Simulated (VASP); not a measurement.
# GaN in VASP: single point with PBE

Aim: the single point of GaN with PBE.

All numbers are computed with VASP 6.6.1; they aren't measurements. Logs are shortened: lines on timing, memory, paths and dates and some standing lists are left out, and cuts for length are marked.

### 1 The cell of the first run

The cell holds a slab with vacuum, 8 atoms: a = 3.219 Å, b = 3.219 Å, c = 22.512 Å, α = 90.00°, β = 90.00°, γ = 120.00°.

### 2 Single point, PBE

INCAR reads:

```
SYSTEM = GaN
  PREC = Accurate
  ENCUT = 520
  EDIFF = 1E-7
  ISMEAR = 0
  SIGMA = 0.05
  LREAL = .False.
  LASPH = .True.
  NELM = 80
  ALGO = Normal
  ISIF = 2
  LWAVE = .False.
  LCHARG = .False.
  LDIPOL = .True.
  IDIPOL = 3
  DIPOL = 0.5 0.5 0.501
  GGA = PE
  NBANDS = 46
```

KPOINTS reads:

```
regular mesh
0
Gamma
  9 9 1
  0 0 0
```

POSCAR reads:

```
GaN
1.0
    3.2186527232      0.0000000000      0.0000000000
   -1.6093263616      2.7874350242      0.0000000000
    0.0000000000      0.0000000000     22.5115871777
N Ga
4 4
Direct
    0.3333333333      0.6666666667      0.3109509758
    0.6666666667      0.3333333333      0.4274129567
    0.3333333333      0.6666666667      0.5471263653
    0.6666666667      0.3333333333      0.6645401933
    0.6666666667      0.3333333333      0.3396630817
    0.3333333333      0.6666666667      0.4561250625
    0.6666666667      0.3333333333      0.5719108048
    0.3333333333      0.6666666667      0.6897863595
```

Potentials or basis: VASP PAW PBE potentials, release 64 (N, Ga_d).

Command:

```sh
> cat potpaw_PBE.64/N/POTCAR potpaw_PBE.64/Ga_d/POTCAR > POTCAR
> mpirun -np 1 vasp_std > vasp.out
```

OUTCAR:

```text
SYSTEM = GaN
   PREC = Accurate
   ENCUT = 520
   EDIFF = 1E-7
   ISMEAR = 0
   LREAL = .False.
   LASPH = .True.
   NELM = 80
   ISIF = 2
   GGA = PE

 ion  position               nearest neighbor table
   1  0.333  0.667  0.311-   5 1.97   5 1.97   5 1.97
   2  0.667  0.333  0.427-   6 1.97   6 1.97   6 1.97   5 1.98
   3  0.333  0.667  0.547-   7 1.94   7 1.94   7 1.94   6 2.05
   4  0.667  0.333  0.665-   8 1.94   8 1.94   8 1.94   7 2.09
   5  0.667  0.333  0.340-   1 1.97   1 1.97   1 1.97   2 1.98
   6  0.333  0.667  0.456-   2 1.97   2 1.97   2 1.97   3 2.05
   7  0.667  0.333  0.572-   3 1.94   3 1.94   3 1.94   4 2.09
   8  0.333  0.667  0.690-   4 1.94   4 1.94   4 1.94

  LATTYP: Found a hexagonal cell.
 ALAT       =     3.2186527232
 C/A-ratio  =     6.9941025372

  Lattice vectors:

 A1 = (   3.2186527232,   0.0000000000,   0.0000000000)
 A2 = (  -1.6093263616,   2.7874350242,   0.0000000000)
 A3 = (   0.0000000000,   0.0000000000,  22.5115871777)

Analysis of symmetry for initial positions (statically):
=====================================================================
 Subroutine PRICEL returns:
 Original cell was already a primitive cell.

 Routine SETGRP: Setting up the symmetry group for a
 hexagonal supercell.

 Subroutine GETGRP returns: Found  6 space group operations
 (whereof  6 operations were pure point group operations)
 out of a pool of 24 trial point group operations.

The static configuration has the point symmetry C_3v.

Analysis of symmetry for dynamics (positions and initial velocities):
=====================================================================
 Subroutine PRICEL returns:
 Original cell was already a primitive cell.

 Routine SETGRP: Setting up the symmetry group for a
 hexagonal supercell.

 Subroutine GETGRP returns: Found  6 space group operations
 (whereof  6 operations were pure point group operations)
 out of a pool of 24 trial point group operations.

The dynamic configuration has the point symmetry C_3v.

 Subroutine INISYM returns: Found  6 space group operations
 (whereof  6 operations are pure point group operations),
 and found     1 'primitive' translations

----------------------------------------------------------------------------------------

                                     Primitive cell

  volume of cell :     201.9691

  direct lattice vectors                    reciprocal lattice vectors
     3.218652723  0.000000000  0.000000000     0.310689001  0.179376379  0.000000000
    -1.609326362  2.787435024  0.000000000     0.000000000  0.358752757  0.000000000
     0.000000000  0.000000000 22.511587178     0.000000000  0.000000000  0.044421568

  length of vectors
     3.218652723  3.218652723 22.511587178     0.358752757  0.358752757  0.044421568

  position of ions in fractional coordinates (direct lattice)
     0.333333333  0.666666667  0.310950976
     0.666666667  0.333333333  0.427412957
     0.333333333  0.666666667  0.547126365
     0.666666667  0.333333333  0.664540193
     0.666666667  0.333333333  0.339663082
     0.333333333  0.666666667  0.456125062
     0.666666667  0.333333333  0.571910805
     0.333333333  0.666666667  0.689786359

  ion indices of the primitive-cell ions
   primitive index   ion index
                 1           1
                 2           2
                 3           3
                 4           4
                 5           5
                 6           6
                 7           7
                 8           8

----------------------------------------------------------------------------------------

 KPOINTS: regular mesh

Automatic generation of k-mesh.
 Grid dimensions read from file:
 generate k-points for:    9    9    1

 Generating k-lattice:

  Cartesian coordinates                     Fractional coordinates (reciprocal lattice)
     0.034521000  0.019930709  0.000000000     0.111111111  0.000000000  0.000000000
     0.000000000  0.039861417  0.000000000     0.000000000  0.111111111  0.000000000
     0.000000000  0.000000000  0.044421568     0.000000000  0.000000000  1.000000000

  Length of vectors
     0.039861417  0.039861417  0.044421568

  Shift w.r.t. Gamma in fractional coordinates (k-lattice)
     0.000000000  0.000000000  0.000000000

 Subroutine IBZKPT returns following result:
 ===========================================

 Found     12 irreducible k-points:

 Following reciprocal coordinates:
            Coordinates               Weight
  0.000000  0.000000  0.000000      1.000000
  0.111111  0.000000  0.000000      6.000000
  0.222222 -0.000000  0.000000      6.000000
  0.333333  0.000000  0.000000      6.000000
  0.444444 -0.000000  0.000000      6.000000
  0.111111  0.111111  0.000000      6.000000
  0.222222  0.111111  0.000000     12.000000
  0.333333  0.111111  0.000000     12.000000
  0.444444  0.111111  0.000000      6.000000
  0.222222  0.222222  0.000000      6.000000
  0.333333  0.222222  0.000000     12.000000
  0.333333  0.333333  0.000000      2.000000
   k-points           NKPTS =     12   k-points in BZ     NKDIM =     12   number of bands    NBANDS=     46
   number of dos      NEDOS =    301   number of ions     NIONS =      8
   total plane-waves  NPLWV =  96768
   dimension x,y,z NGX =    24 NGY =   24 NGZ =  168
   dimension x,y,z NGXF=    48 NGYF=   48 NGZF=  336
   ions per type =               4   4
   NGX,Y,Z   is equivalent  to a cutoff of  12.40, 12.40, 12.41 a.u.
   NGXF,Y,Z  is equivalent  to a cutoff of  24.79, 24.79, 24.81 a.u.
 SYSTEM =  GaN
   PREC   = accura    normal or accurate (medium, high low for compatibility)
   ISTART =      0    job   : 0-new  1-cont  2-samecut
   ICHARG =      2    charge: 1-file 2-atom 10-const
   ISPIN  =      1    spin polarized calculation?
   LNONCOLLINEAR =      F non collinear calculations
   LSORBIT =      F    spin-orbit coupling
   LASPH  =      T    aspherical Exc in radial PAW
   ENCUT  =  520.0 eV  38.22 Ry    6.18 a.u.   5.98  5.98 41.86*2*pi/ulx,y,z
   NELM   =     80;   NELMIN=  2; NELMDL= -5     # of ELM steps
   EDIFF  = 0.1E-06   stopping-criterion for ELM
   LREAL  =      F    real-space projection
   EDIFFG = 0.1E-05   stopping-criterion for IOM
   NSW    =      0    number of steps for IOM
   IBRION =     -1    ionic relax: 0-MD 1-quasi-New 2-CG
   NFREE  =      0    steps in history (QN), initial steepest desc. (CG)
   ISIF   =      2    stress and relaxation
   ISYM   =      2    0-nonsym 1-usesym 2-fastsym
   POTIM  = 0.5000    time-step for ionic-motion
   TEBEG  =    0.0;   TEEND  =   0.0 temperature during run
   PSTRESS=    0.0 pullay stress
   NELECT =      72.0000    total number of electrons
   NUPDOWN=      -1.0000    fix difference up-down
   EMIN   =  10.00;   EMAX   =-10.00  energy-range for DOS
   EFERMI =   0.00;   METHOD = LEGACY
   ISMEAR =     0;   SIGMA  =   0.05  broadening in eV -4-tet -1-fermi 0-gaus
   EFERMI_NEDOS =   21; number of points for ismear=-14 and -15
   IALGO  =     38    algorithm
   IMIX   =      4    mixing-type and parameters
     AMIX     =   0.40;   BMIX     =  1.00
     AMIX_MAG =   1.60;   BMIX_MAG =  1.00
  volume/ion in A,a.u.               =      25.25       170.37
  Fermi-wavevector in a.u.,A,eV,Ry     =   1.160800  2.193594 18.333255  1.347456
  Thomas-Fermi vector in A             =   2.297379
   LORBIT       =      0    0 simple, 1 ext, 2 COOP (PROOUT), +10 PAW based schemes
   GGA     = PE    functional components
   LHFCALC =     F    Hartree Fock is set to
   AEXX    =    0.0000 exact exchange contribution
   IVDW    =     0    specifies the selected vdW correction
   LEPSILON=     F    determine dielectric tensor
   LRPA    =     F    only Hartree local field effects (RPA)
 non-spin polarized calculation
 Gauss-broadening in eV      SIGMA  =   0.05
  energy-cutoff  :      520.00
  volume of cell :      201.97
 maximum number of plane-waves:      5486
 NGX is ok and might be reduce to    24
   NGX = 11   NGY = 11   NGZ = 83

 dipolmoment           0.000000      0.000000      0.074492 electrons x Angstroem

 number of electron      71.9999968 magnetization

 dipolmoment           0.000000      0.000000     -0.189049 electrons x Angstroem

 Free energy of the ion-electron system (eV)
  ---------------------------------------------------
  ext. energy  EPLUGINS =         0.00000000
  ---------------------------------------------------
  free energy    TOTEN  =       -45.33972807 eV

  energy without entropy =      -45.32927963  energy(sigma->0) =      -45.33450385

 E-fermi :  -0.1830     XC(G=0):  -6.1523

 val. band max:       -0.1998646741   @ k =   0.2222   0.2222   0.0000
 cond. band min:      -0.1703517348   @ k =   0.3333   0.2222   0.0000
 fundamental gap:      0.0295129394
 Fermi energy:        -0.1830005555

 k-point     1 :       0.0000    0.0000    0.0000
  band No.  band energies     occupation
      1     -17.7792      2.00000
      2     -17.1737      2.00000
      3     -16.1025      2.00000
      4     -16.0353      2.00000
      5     -16.0353      2.00000
      6     -15.8541      2.00000
[... 38 lines left out ...]
     45       7.2807      0.00000
     46       7.4180      0.00000

 k-point     2 :       0.1111    0.0000    0.0000
  band No.  band energies     occupation
      1     -17.6980      2.00000
      2     -17.1057      2.00000
      3     -16.0441      2.00000
      4     -16.0348      2.00000
      5     -16.0197      2.00000
      6     -15.8659      2.00000
[... 38 lines left out ...]
     45       6.9710      0.00000
     46       7.3076      0.00000

 k-point     3 :       0.2222   -0.0000    0.0000
  band No.  band energies     occupation
      1     -17.5202      2.00000
      2     -16.9490      2.00000
      3     -16.0391      2.00000
      4     -15.9889      2.00000
      5     -15.8888      2.00000
      6     -15.8824      2.00000
[... 430 lines left out ...]
     45       6.8837      0.00000
     46       7.3116      0.00000

 k-point    12 :       0.3333    0.3333    0.0000
  band No.  band energies     occupation
      1     -17.2716      2.00000
      2     -16.6918      2.00000
      3     -16.0024      2.00000
      4     -15.9545      2.00000
      5     -15.8964      2.00000
      6     -15.7870      2.00000
[... 38 lines left out ...]
     45       6.7985      0.00000
     46       7.3988      0.00000

------------------------ aborting loop because EDIFF is reached ----------------------------------------

 vacuum level on the upper side and lower side of the slab       (xc-potential included)        -2.045         1.759

  FORCE on cell =-STRESS in cart. coord.  units (eV):
  Direction    XX          YY          ZZ          XY          YZ          ZX
  --------------------------------------------------------------------------------------
  -------------------------------------------------------------------------------------
  Total       -0.2003185     -0.2003185      0.0084810     -0.0000000      0.0000000      0.0000000
  in kB       -1.5890831     -1.5890831      0.0672780     -0.0000000      0.0000000      0.0000000
  external PRESSURE =      -1.0369627 kB  Pullay stress =       0.0000000 kB

 VOLUME and BASIS-vectors are now :
 -----------------------------------------------------------------------------
  energy-cutoff  :      520.00
  volume of cell :      201.97
      direct lattice vectors                 reciprocal lattice vectors
     3.218652723  0.000000000  0.000000000     0.310689001  0.179376379  0.000000000
    -1.609326362  2.787435024  0.000000000     0.000000000  0.358752757  0.000000000
     0.000000000  0.000000000 22.511587178     0.000000000  0.000000000  0.044421568

 POSITION                                       TOTAL-FORCE (eV/Angst)
 -----------------------------------------------------------------------------------
     -0.00000      1.85829      7.00000         0.000000     -0.000000      1.563928
      1.60933      0.92915      9.62174         0.000000     -0.000000      1.626695
     -0.00000      1.85829     12.31668         0.000000     -0.000000     -0.010143
      1.60933      0.92915     14.95985        -0.000000     -0.000000      0.007054
      1.60933      0.92915      7.64636        -0.000000      0.000000     -2.354641
     -0.00000      1.85829     10.26810         0.000000     -0.000000     -0.837186
      1.60933      0.92915     12.87462        -0.000000     -0.000000     -0.002031
     -0.00000      1.85829     15.52819         0.000000     -0.000000      0.006325
 -----------------------------------------------------------------------------------
    total drift:                               -0.000001     -0.000001     -0.003031

  FREE ENERGIE OF THE ION-ELECTRON SYSTEM (eV)
  ---------------------------------------------------
  free  energy   TOTEN  =       -45.3397280700 eV

  energy  without entropy=      -45.3292796270  energy(sigma->0) =      -45.33450385

 vacuum level on the upper side and lower side of the slab         3.420         7.315
```

Wall time 3.8 min (1 thread of Intel Xeon Platinum 8559C (Emerald Rapids), shared host); peak memory 0.32 GiB.

What came out:

```
Free energy            : -45.3397 eV
Largest force          : 2.355 eV/Å
Band gap on the k mesh : zero (band 36 reaches 0.24 eV, above the bottom of band 37 at -0.32 eV)
```

Forces on the atoms (eV/Å):
```
N    0.000  0.000  1.564
N    0.000  0.000  1.627
N    0.000  0.000 -0.010
N    0.000  0.000  0.007
Ga   0.000  0.000 -2.355
Ga   0.000  0.000 -0.837
Ga   0.000  0.000 -0.002
Ga   0.000  0.000  0.006
```

Levels at points of the mesh, in eV from the Fermi level:
| k point | band 32 | band 33 | band 34 | band 35 | band 36 | band 37 | band 38 | band 39 | band 40 | band 41 |
| --- | --- | --- | --- | --- | --- | --- | --- | --- | --- | --- |
| (0.00, 0.00, 0.00) | -1.30 | -1.17 | -1.17 | -0.22 | 0.43 | 0.43 | 1.65 | 2.18 | 2.86 | 3.91 |
